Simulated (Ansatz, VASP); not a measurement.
# ZnS in VASP and in Ansatz

INCAR

```
SYSTEM = ZnS
PREC     = Accurate       ! precision mode
ENCUT    = 500            ! plane-wave cutoff, eV
EDIFF    = 1E-6           ! SCF threshold, eV
ISMEAR   = -1             ! smearing method
SIGMA    = 0.05           ! smearing width, eV
LREAL    = .FALSE.        ! projectors in reciprocal space
LASPH    = .TRUE.         ! aspherical terms in the spheres
NELM     = 120            ! most SCF steps
ALGO     = Normal         ! electronic algorithm
ISIF     = 2              ! what is computed and relaxed
LWAVE    = .FALSE.        ! write WAVECAR
LCHARG   = .FALSE.        ! write CHGCAR
GGA      = PS             ! functional
NBANDS   = 16             ! bands
GGA_COMPAT= .FALSE.
```

The input KPOINTS:

```
Automatic mesh
0
G
  6 6 6
  0 0 0
```

File POSCAR:

```
ZnS
1.0
    0.0000000000      2.5310227333      2.5310227333
    2.5310227333      0.0000000000      2.5310227333
    2.5310227333      2.5310227333      0.0000000000
Zn S
1 1
Direct
    0.0000000000      0.0000000000      0.0000000000
    0.5000000000      0.5000000000      0.5000000000
```

Input for Ansatz:

```yaml
crystal:
  lattice:
    - [0.0, 2.5310227333, 2.5310227333]
    - [2.5310227333, 0.0, 2.5310227333]
    - [2.5310227333, 2.5310227333, 0.0]
  atoms:
    - { symbol: Zn, position: [0.0, 0.0, 0.0] }
    - { symbol: S, position: [0.5, 0.5, 0.5] }
kpoints:
  mp_grid: { grid: [6, 6, 6] }
hamiltonian:
  xc: pbesol
scf:
  occupations: { method: fermi_dirac, width: 0.05 }
  n_extra_bands: 4
output:
  forces: true
  stress: true
  eigenvalues: true
```

Alike in both runs: task single point; functional PBEsol; k mesh 6 × 6 × 6; occupations fermi-dirac, width 0.05 eV; no spin polarisation.

|  | VASP | Ansatz |
| --- | --- | --- |
| version | VASP 6.6.1 | Ansatz 0.2.0 |
| potentials or method | VASP PAW PBE potentials, release 64 (Zn, S) | plane waves |
| plane-wave cutoff (eV) | 500 | 420 |
| valence electrons in the cell | 18 | 18 |

Ansatz gave:

* pressure (GPa): -2.3

Which values does VASP return?

Pressure (GPa): -2.1.

VASP's potentials were made for PBE, not for PBEsol. With one functional, cell and mesh, what is left measures potentials, basis and numerics.
